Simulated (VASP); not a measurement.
Write the native input for VASP 6.6.1 that does the following.

* Task: single point
* Functional: r2SCAN
* Potentials or basis: VASP PAW PBE potentials, release 64 (Hg)
* Cutoff: 520 eV
* k mesh: 11 × 11 × 11
* Occupations: methfessel-paxton, width 0.3 eV
* Spin: no spin polarisation
* Dipole correction: no
* Further INCAR settings: ALGO = Normal; EDIFF = 1e-07; NBANDS = 12

Crystal: Hg.

```xyz
1
Lattice="1.8779 1.0842 2.1547 -1.8779 1.0842 2.1547 0.0000 -2.1684 2.1547" Properties=species:S:1:pos:R:3 pbc="T T T"
Hg    0.0000    0.0000    0.0000
```

The input as run:

POSCAR

```
Hg
1.0
    1.8778599936      1.0841829728      2.1547276236
   -1.8778599936      1.0841829728      2.1547276236
    0.0000000000     -2.1683659456      2.1547276235
Hg
1
Direct
    0.0000000000      0.0000000000      0.0000000000
```

INCAR.step1

```
ALGO = Normal
EDIFF = 1E-4
ENCUT = 520
GGA = PE
ISMEAR = 1
LASPH = T
LCHARG = F
LREAL = F
LWAVE = T
NBANDS = 12
NELM = 60
PREC = Accurate
SIGMA = 0.3
```

INCAR.step2

```
ALGO = Normal
EDIFF = 1E-7
ENCUT = 520
ISIF = 2
ISMEAR = 1
ISTART = 1
LASPH = T
LCHARG = F
LMIXTAU = T
LREAL = F
LWAVE = F
METAGGA = R2SCAN
NBANDS = 12
NELM = 60
PREC = Accurate
SIGMA = 0.3
```

KPOINTS

```
k-points
0
Gamma
  11 11 11
```

Potentials or basis: VASP PAW PBE potentials, release 64 (Hg).

Launch:

```console
$ cat potpaw_PBE.64/Hg/POTCAR > POTCAR
$ cp INCAR.step1 INCAR
$ mpirun -np 1 vasp_std > vasp.out
$ cp INCAR.step2 INCAR
$ mpirun -np 1 vasp_std > vasp.out
```

Results of the run:

```yaml
Pressure: 0.4 GPa
Band_gap_on_the_k_mesh: zero (bands 6 and 7 overlap by 2.63 eV)
```

Caveat: so wide a smearing shifts energies and pressures; the PAW data sets were made with another functional, which shifts forces and pressure a little; spin-orbit coupling is left out, which moves the levels of the heavy elements.

It took 44 s on 1 thread of Intel(R) Xeon(R) 6975P-C (Granite Rapids), on a shared host, peak memory 0.17 GiB.
